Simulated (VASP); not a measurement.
Runs of VASP 6.6.1 on TiAl. The structure is that of space group P-6m2 (No. 187), or close to it. The cells are those of the table. 

```tsv
task	cell	k mesh	cutoff (eV)	smearing	gap on the mesh (eV)	pressure (GPa)
single point	a = 2.867, b = 2.867, c = 4.678 Å, angles 90.0, 90.0, 120.0°, 2 atoms	9 × 9 × 4	500	gaussian 0.1 eV	none	-6.0
relaxation of cell and atoms	relaxed from a = 2.867, b = 2.867, c = 4.678 Å, angles 90.0, 90.0, 120.0°, 2 atoms	18 × 18 × 10	600	gaussian 0.1 eV	none	0.0
single point	a = 2.812, b = 2.812, c = 4.590 Å, angles 90.0, 90.0, 120.0°, 2 atoms	21 × 21 × 12	520	gaussian 0.15 eV	none	(a)
single point	a = 2.812, b = 2.812, c = 4.590 Å, angles 90.0, 90.0, 120.0°, 2 atoms	18 × 18 × 10	520	gaussian 0.1 eV	none	0.1
```

Alike in all rows: level LDA; potentials or basis VASP PAW LDA potentials, release 64 (Ti_sv, Al); no spin polarisation.

**Question.** Estimate the missing entries.

**Answer.** (a) -0.1.

Caveats: the cell stands under tension (at least some runs).

A gap of «none» marks levels without a gap at the run's occupations.
